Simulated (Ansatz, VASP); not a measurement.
**Two plane-wave programs on CaSe**

```
Ca Se
1.0
     0.00000    3.21261    3.21261
     3.21261    0.00000    3.21261
     3.21261    3.21261    0.00000
Ca Se
1 1
Cartesian
  0.0000 0.0000 0.0000
  1.6063 1.6063 1.6063
```

Alike in both runs: task single point; functional r2SCAN; k mesh 6 × 6 × 6; no spin polarisation.

|  | VASP | Ansatz |
| --- | --- | --- |
| version | VASP 6.6.1 | Ansatz 0.2.0 |
| potentials or method | VASP PAW PBE potentials, release 64 (Ca_sv, Se) | plane waves, PAW |
| plane-wave cutoff (eV) | 520 | 500 |
| occupations | gaussian, width 0.01 eV | fixed |
| valence electrons in the cell | 16 | 26 |

```tsv
	VASP	Ansatz	Ansatz less VASP
gap on the k mesh at the Fermi level (eV)	3.90	3.91	+0.014
pressure (GPa)	2.7	2.5	-0.24
```

VASP's potentials were made for PBE, not for r2SCAN. VASP's potentials hold 16 valence electrons a cell and Ansatz's 26, so a difference there can come from the potentials and not from the codes.
